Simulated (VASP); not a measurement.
# Sb in VASP: a series of runs

Runs on Sb. Level: PBE. Tasks: single point.

Program: VASP 6.6.1. These are calculated values, not measurements. Logs are shortened: lines on timing, memory, paths and dates and some standing lists are left out, and cuts for length are marked.

## (1) The cell of the first run

It takes space group C2/m (No. 12, monoclinic). Conventional cell: a = 4.215 Å, b = 4.299 Å, c = 3.209 Å, α = 90.00°, β = 129.40°, γ = 90.00°. Sb (site symmetry 2/m) has 12 Sb at 3.01 to 3.30 Å within 4.0 Å.

## (2) Single point, PBE (equal xy, yz and zx shear strains of -2 %)

INCAR reads:

```
PREC = Accurate
ENCUT = 520
EDIFF = 1E-6
ISMEAR = -1
SIGMA = 0.05
LREAL = False
LASPH = True
NELM = 100
ALGO = Normal
ISIF = 2
LWAVE = False
LCHARG = False
GGA = PE
NBANDS = 8
```

KPOINTS reads:

```
Automatic mesh
0
Gamma
  19 19 19
```

POSCAR reads:

```
Sb
1.0
   -1.5448500000      1.4952500000      2.4800000000
    1.4952500000     -1.5448500000      2.4800000000
    1.5147500000      1.5147500000     -2.5101000000
Sb
1
Direct
    0.0000000000      0.0000000000      0.0000000000
```

Potentials or basis: VASP PAW PBE potentials, release 64 (Sb).

On the command line:

```sh
$ cat potpaw_PBE.64/Sb/POTCAR > POTCAR
$ mpirun -np 1 vasp_std > vasp.out
```

OUTCAR:

```text
PREC = Accurate
   ENCUT = 520
   EDIFF = 1E-6
   ISMEAR = -1
   LREAL = False
   LASPH = True
   NELM = 100
   ISIF = 2
   GGA = PE

 ion  position               nearest neighbor table
   1  0.000  0.000  0.000-

  Warning from LATTYP: Got some problem with cell dimensions!
  Tried to take original basis but could not verify dimensions!
  LATTYP: Found a base centered monoclinic cell.
 ALAT       =     4.2146449506
 B/A-ratio  =     1.0200979445
 C/A-ratio  =     0.7613061395
 COS(beta)  =    -0.6347965282

  Lattice vectors:

 A1 = (  -3.0100000000,   0.0301000000,   0.0301000000)
 A2 = (   0.0301000000,  -3.0100000000,   0.0301000000)
 A3 = (   1.4651500000,   1.4651500000,   2.4499000000)

Analysis of symmetry for initial positions (statically):
=====================================================================
 Subroutine PRICEL returns:
 Original cell was already a primitive cell.

 Routine SETGRP: Setting up the symmetry group for a
 base centered monoclinic supercell.

 Subroutine GETGRP returns: Found  4 space group operations
 (whereof  4 operations were pure point group operations)
 out of a pool of  4 trial point group operations.

The static configuration has the point symmetry C_2h.

Analysis of symmetry for dynamics (positions and initial velocities):
=====================================================================
 Subroutine PRICEL returns:
 Original cell was already a primitive cell.

 Routine SETGRP: Setting up the symmetry group for a
 base centered monoclinic supercell.

 Subroutine GETGRP returns: Found  4 space group operations
 (whereof  4 operations were pure point group operations)
 out of a pool of  4 trial point group operations.

The dynamic configuration has the point symmetry C_2h.

 Subroutine INISYM returns: Found  4 space group operations
 (whereof  4 operations are pure point group operations),
 and found     1 'primitive' translations

----------------------------------------------------------------------------------------

                                     Primitive cell

  volume of cell :      22.4623

  direct lattice vectors                    reciprocal lattice vectors
[... 81 lines left out ...]
   LSORBIT =      F    spin-orbit coupling
   LASPH  =      T    aspherical Exc in radial PAW
   ENCUT  =  520.0 eV  38.22 Ry    6.18 a.u.   6.10  6.10  6.14*2*pi/ulx,y,z
   NELM   =    100;   NELMIN=  2; NELMDL= -5     # of ELM steps
   EDIFF  = 0.1E-05   stopping-criterion for ELM
   LREAL  =      F    real-space projection
   EDIFFG = 0.1E-04   stopping-criterion for IOM
   NSW    =      0    number of steps for IOM
   IBRION =     -1    ionic relax: 0-MD 1-quasi-New 2-CG
   NFREE  =      0    steps in history (QN), initial steepest desc. (CG)
   ISIF   =      2    stress and relaxation
   ISYM   =      2    0-nonsym 1-usesym 2-fastsym
   POTIM  = 0.5000    time-step for ionic-motion
   TEBEG  =    0.0;   TEEND  =   0.0 temperature during run
   PSTRESS=    0.0 pullay stress
   NELECT =       5.0000    total number of electrons
   NUPDOWN=      -1.0000    fix difference up-down
   EMIN   =  10.00;   EMAX   =-10.00  energy-range for DOS
   EFERMI =   0.00;   METHOD = LEGACY
   ISMEAR =    -1;   SIGMA  =   0.05  broadening in eV -4-tet -1-fermi 0-gaus
   EFERMI_NEDOS =   21; number of points for ismear=-14 and -15
   IALGO  =     38    algorithm
   IMIX   =      4    mixing-type and parameters
     AMIX     =   0.40;   BMIX     =  1.00
     AMIX_MAG =   1.60;   BMIX_MAG =  1.00
  volume/ion in A,a.u.               =      22.46       151.58
  Fermi-wavevector in a.u.,A,eV,Ry     =   0.992157  1.874905 13.393238  0.984375
  Thomas-Fermi vector in A             =   2.123949
   LORBIT       =      0    0 simple, 1 ext, 2 COOP (PROOUT), +10 PAW based schemes
   GGA     = PE    functional components
   LHFCALC =     F    Hartree Fock is set to
   AEXX    =    0.0000 exact exchange contribution
   IVDW    =     0    specifies the selected vdW correction
   LEPSILON=     F    determine dielectric tensor
   LRPA    =     F    only Hartree local field effects (RPA)
 non-spin polarized calculation
  energy-cutoff  :      520.00
  volume of cell :       22.46
 maximum number of plane-waves:       626
   NGX = 13   NGY = 13   NGZ = 13

 number of electron       5.0000000 magnetization

 Free energy of the ion-electron system (eV)
  ---------------------------------------------------
  ext. energy  EPLUGINS =         0.00000000
  ---------------------------------------------------
  free energy    TOTEN  =        -3.58639397 eV

  energy without entropy =       -3.58125365  energy(sigma->0) =       -3.58382381

 E-fermi :  11.1412     XC(G=0): -11.0398

 val. band max:       11.1409936971   @ k =  -0.3684  -0.4737   0.2105
 cond. band min:      11.1431858344   @ k =   0.0526   0.0526   0.4737
 fundamental gap:      0.0021921373
 Fermi energy:        11.1412497821

 k-point     1 :       0.0000    0.0000    0.0000
  band No.  band energies     occupation
      1      -3.4159      2.00000
      2      17.4402      0.00000
      3      17.8805      0.00000
      4      18.0281      0.00000
      5      21.1238      0.00000
      6      21.5926      0.00000
      7      22.1465      0.00000
      8      22.3944      0.00000
[... 243 lines left out ...]
 k-point    24 :      -0.2632    0.0526    0.0000
  band No.  band energies     occupation
      1      -1.8820      2.00000
      2      10.7194      1.99957
      3      14.7172      0.00000
      4      17.0275      0.00000
      5      19.3247      0.00000
      6      21.4661      0.00000
      7      22.7418      0.00000
      8      24.0670      0.00000

 [... further k-points ...]

------------------------ aborting loop because EDIFF is reached ----------------------------------------

  FORCE on cell =-STRESS in cart. coord.  units (eV):
  Direction    XX          YY          ZZ          XY          YZ          ZX
  --------------------------------------------------------------------------------------
  -------------------------------------------------------------------------------------
  Total        2.7830555      2.7830555      2.5627830     -0.0642016      0.0246669      0.0246669
  in kB      198.5084305    198.5084305    182.7969404     -4.5793428      1.7594267      1.7594263
  external PRESSURE =     193.2712671 kB  Pullay stress =       0.0000000 kB

 VOLUME and BASIS-vectors are now :
 -----------------------------------------------------------------------------
  energy-cutoff  :      520.00
  volume of cell :       22.46
      direct lattice vectors                 reciprocal lattice vectors
    -1.544850000  1.495250000  2.480000000     0.005393401  0.334329949  0.205010137
     1.495250000 -1.544850000  2.480000000     0.334329949  0.005393401  0.205010137
     1.514750000  1.514750000 -2.510100000     0.335649539  0.335649539  0.006712991

 POSITION                                       TOTAL-FORCE (eV/Angst)
 -----------------------------------------------------------------------------------
      0.00000      0.00000      0.00000         0.000000      0.000000      0.000000
 -----------------------------------------------------------------------------------
    total drift:                                0.000000      0.000000      0.000000

  FREE ENERGIE OF THE ION-ELECTRON SYSTEM (eV)
  ---------------------------------------------------
  free  energy   TOTEN  =        -3.5863939683 eV

  energy  without entropy=       -3.5812536470  energy(sigma->0) =       -3.58382381
```

OSZICAR:

```text
N       E                     dE             d eps       ncg     rms          rms(c)
DAV:   1     0.560886362417E+01    0.56089E+01   -0.17385E+03 29496   0.418E+02
DAV:   2    -0.350509214475E+01   -0.91140E+01   -0.87729E+01 40704   0.549E+01
DAV:   3    -0.359305405091E+01   -0.87962E-01   -0.87662E-01 35440   0.608E+00
DAV:   4    -0.359328025997E+01   -0.22621E-03   -0.22620E-03 44704   0.364E-01
DAV:   5    -0.359328065785E+01   -0.39788E-06   -0.39719E-06 36936   0.964E-03    0.246E+00
DAV:   6    -0.358896590985E+01    0.43147E-02   -0.75053E-04 40808   0.156E-01    0.145E+00
DAV:   7    -0.358639750801E+01    0.25684E-02   -0.17844E-03 33456   0.237E-01    0.392E-02
DAV:   8    -0.358639374964E+01    0.37584E-05   -0.48344E-05 44080   0.504E-02    0.632E-03
DAV:   9    -0.358639396826E+01   -0.21862E-06   -0.73062E-07 33784   0.638E-03
   1 F= -.35863940E+01 E0= -.35838238E+01  d E =-.514032E-02
```

stdout:

```text
POSCAR found type information on POSCAR Sb
 POSCAR found :  1 types and       1 ions
 scaLAPACK will be used
 LDA part: xc-table for (Slater+PW92), standard interpolation
 POSCAR, INCAR and KPOINTS ok, starting setup
 FFT: planning ... GRIDC
 FFT: planning ... GRID_SOFT
 FFT: planning ... GRID
 WAVECAR not read
 entering main loop
```

It took 2.1 min on 1 thread of Intel Xeon 6975P-C (Granite Rapids), shared host; peak memory 0.42 GiB.

What came out:

* Free energy: -3.5864 eV
* Pressure: 19.3 GPa
* Band gap on the k mesh: zero (an odd number of electrons rules out a gap without spin polarisation)

Caveat: the cell differs from its parent crystal (equal xy, yz and zx shear strains of -2 %); the cell stands under pressure; spin-orbit coupling is left out, which moves the levels of the heavy elements.

## (3) Single point, PBE (equal xy, yz and zx shear strains of +1 %)

INCAR reads:

```
  PREC = Accurate
  ENCUT = 520
  EDIFF = 1E-7
  ISMEAR = -1
  SIGMA = 0.05
  LREAL = F
  LASPH = T
  NELM = 60
  ALGO = Normal
  ISIF = 2
  LWAVE = F
  LCHARG = F
  GGA = PE
  NBANDS = 8
```

KPOINTS is that of step 2.

POSCAR reads:

```
Sb
1.0
   -1.4850750000      1.5098750000      2.4800000000
    1.5098750000     -1.4850750000      2.4800000000
    1.5001250000      1.5001250000     -2.4649500000
Sb
1
Direct
    0.0000000000      0.0000000000      0.0000000000
```

Potentials or basis: VASP PAW PBE potentials, release 64 (Sb).

On the command line:

```sh
$ cat potpaw_PBE.64/Sb/POTCAR > POTCAR
$ mpirun -np 1 vasp_std > vasp.out
```

It took 2 min on 1 thread of Intel Xeon 6975P-C (Granite Rapids), shared host; peak memory 0.41 GiB.

Results (log left out):

```
Free energy            : -3.5873 eV
Pressure               : 19.2 GPa
Band gap on the k mesh : zero (an odd number of electrons rules out a gap without spin polarisation)
```

Stress tensor (GPa, compression positive):
```
19.95  0.24 -0.04
 0.24 19.95 -0.04
-0.04 -0.04 17.82
```

Levels at points of the mesh, in eV from the Fermi level:
| k point | band 1 | band 2 | band 3 | band 4 | band 5 | band 6 |
| --- | --- | --- | --- | --- | --- | --- |
| (0.00, 0.00, 0.00) | -14.56 | 6.42 | 6.71 | 6.80 | 10.04 | 10.41 |

Caveat: the cell differs from its parent crystal (equal xy, yz and zx shear strains of +1 %); the cell stands under pressure; spin-orbit coupling is left out, which moves the levels of the heavy elements.

## (4) Single point, PBE (equal xy, yz and zx shear strains of +3 %)

INCAR reads:

```
SYSTEM = Sb
PREC = Accurate
ENCUT = 520
EDIFF = 1E-6
ISMEAR = -1
SIGMA = 0.05
LREAL = .FALSE.
LASPH = .TRUE.
NELM = 60
ALGO = Normal
ISIF = 2
LWAVE = .FALSE.
LCHARG = .FALSE.
GGA = PE
NBANDS = 8
```

KPOINTS reads:

```
Automatic mesh
0
G
  19 19 19
  0 0 0
```

POSCAR reads:

```
Sb
1.0
   -1.4452250000      1.5196250000      2.4800000000
    1.5196250000     -1.4452250000      2.4800000000
    1.4903750000      1.4903750000     -2.4348500000
Sb
1
Direct
    0.0000000000      0.0000000000      0.0000000000
```

On the command line:

```sh
$ cat potpaw_PBE.64/Sb/POTCAR > POTCAR
$ mpirun -np 1 vasp_std > vasp.out
```

Wall time 95 s (1 thread of Intel Xeon 6975P-C (Granite Rapids), shared host); peak memory 0.41 GiB.

The run converged. Its results:

```yaml
Free_energy: -3.5881 eV
Pressure: 19.4 GPa
Band_gap_on_the_k_mesh: zero (an odd number of electrons rules out a gap without spin polarisation)
```

Stress tensor (GPa, compression positive):
```
19.91  1.14  0.18
 1.14 19.91  0.18
 0.18  0.18 18.44
```

Levels at points of the mesh, in eV from the Fermi level:
```csv
k point,band 1,band 2,band 3,band 4,band 5,band 6,band 7,band 8
"(0.00, 0.00, 0.00)",-14.53,6.26,6.65,7.08,9.92,10.53,11.12,11.26
```

Caveat: the cell differs from its parent crystal (equal xy, yz and zx shear strains of +3 %); the cell stands under pressure; spin-orbit coupling is left out, which moves the levels of the heavy elements.

## (5) Single point, PBE, non-collinear spin, zero start, spin-orbit coupling

INCAR reads:

```
PREC     = Accurate       # precision mode
ENCUT    = 520            # plane-wave cutoff, eV
EDIFF    = 1E-7           # SCF threshold, eV
ISMEAR   = -1             # smearing method
SIGMA    = 0.05           # smearing width, eV
LREAL    = F              # projectors in reciprocal space
LASPH    = T              # aspherical terms in the spheres
NELM     = 150            # most SCF steps
ALGO     = Normal         # electronic algorithm
ISIF     = 2              # what is computed and relaxed
LWAVE    = F              # write WAVECAR
LCHARG   = F              # write CHGCAR
LNONCOLLINEAR= T              # non-collinear magnetism
MAGMOM   = 0 0 0          # initial moments
LORBIT   = 11             # projections on sites
LSORBIT  = T              # spin-orbit coupling
GGA_COMPAT= F            
LORBMOM  = T            
GGA      = PE             # functional
NBANDS   = 16             # bands
```

KPOINTS reads:

```
Automatic mesh
0
Gamma
  19 19 19
```

POSCAR reads:

```
Sb
1.0
   -1.5050000000      1.5050000000      2.4800000000
    1.5050000000     -1.5050000000      2.4800000000
    1.5050000000      1.5050000000     -2.4800000000
Sb
1
Direct
    0.0000000000      0.0000000000      0.0000000000
```

On the command line:

```sh
$ cat potpaw_PBE.64/Sb/POTCAR > POTCAR
$ mpirun -np 1 vasp_ncl > vasp.out
```

It took 4.2 min on 1 thread of Intel Xeon Platinum 8259CL at 2.50GHz (Skylake/Cascade Lake), shared host; peak memory 0.4 GiB.

It converged, with:

```yaml
Free_energy: -3.6531 eV
Pressure: 19.4 GPa
Net_moment: 0.00 μB per cell
Valence_electrons_inside_the_program's_atomic_spheres: Sb 2.44
```

Stress tensor (GPa, compression positive):
```
20.20  0.00  0.00
 0.00 20.20  0.00
 0.00  0.00 17.74
```

Moments on the atoms (μB; x, y, z):
```
Sb  0.00 0.00 0.00
```

Caveat: the cell stands under pressure.

## (6) Single point, PBE

INCAR reads:

```
PREC     = Accurate       # precision mode
ENCUT    = 520            # plane-wave cutoff, eV
EDIFF    = 1E-7           # SCF threshold, eV
ISMEAR   = -1             # smearing method
SIGMA    = 0.05           # smearing width, eV
LREAL    = False          # projectors in reciprocal space
LASPH    = True           # aspherical terms in the spheres
NELM     = 60             # most SCF steps
ALGO     = Normal         # electronic algorithm
ISIF     = 2              # what is computed and relaxed
LWAVE    = False          # write WAVECAR
LCHARG   = False          # write CHGCAR
GGA      = PE             # functional
NBANDS   = 8              # bands
```

KPOINTS is that of step 5.

POSCAR is that of step 5.

Potentials or basis: VASP PAW PBE potentials, release 64 (Sb).

On the command line:

```sh
$ cat potpaw_PBE.64/Sb/POTCAR > POTCAR
$ mpirun -np 1 vasp_std > vasp.out
```

It took 1.9 min on 1 thread of Intel Xeon 8259CL, shared host; peak memory 0.22 GiB.

It converged, with:

* Free energy: -3.5875 eV
* Pressure: 19.2 GPa
* Band gap on the k mesh: zero (an odd number of electrons rules out a gap without spin polarisation)

Stress tensor (GPa, compression positive):
```
19.99  0.00  0.00
 0.00 19.99  0.00
 0.00  0.00 17.65
```

Levels at points of the mesh, in eV from the Fermi level:
| k point | band 1 | band 2 | band 3 | band 4 | band 5 | band 6 | band 7 |
| --- | --- | --- | --- | --- | --- | --- | --- |
| (0.00, 0.00, 0.00) | -14.57 | 6.46 | 6.73 | 6.73 | 10.05 | 10.39 | 11.09 |

Caveat: the cell stands under pressure; spin-orbit coupling is left out, which moves the levels of the heavy elements.

## (7) The runs side by side

| spin | cell | gap on the mesh (eV) | pressure (GPa) |
| --- | --- | --- | --- |
| off | a = 3.282, b = 3.282, c = 3.300 Å, angles 125.6, 125.6, 81.8°, 1 atom | none | 19.3 |
| off | a = 3.261, b = 3.261, c = 3.252 Å, angles 125.0, 125.0, 81.0°, 1 atom | none | 19.2 |
| off | a = 3.248, b = 3.248, c = 3.220 Å, angles 124.5, 124.5, 80.4°, 1 atom | none | 19.4 |
| non-collinear, zero start, SOC | a = 3.268 Å, angles 125.2, 125.2, 81.3°, 1 atom | - | 19.4 |
| off | a = 3.268 Å, angles 125.2, 125.2, 81.3°, 1 atom | none | 19.2 |

Alike in all rows: task single point; level PBE; potentials or basis VASP PAW PBE potentials, release 64 (Sb); k mesh 19 × 19 × 19; cutoff (eV) 520; smearing fermi-dirac 0.05 eV.

Caveats: the cell stands under pressure; spin-orbit coupling is left out, which moves the levels of the heavy elements (at least some runs).

Absolute energies hang on the potentials; compare differences alone.
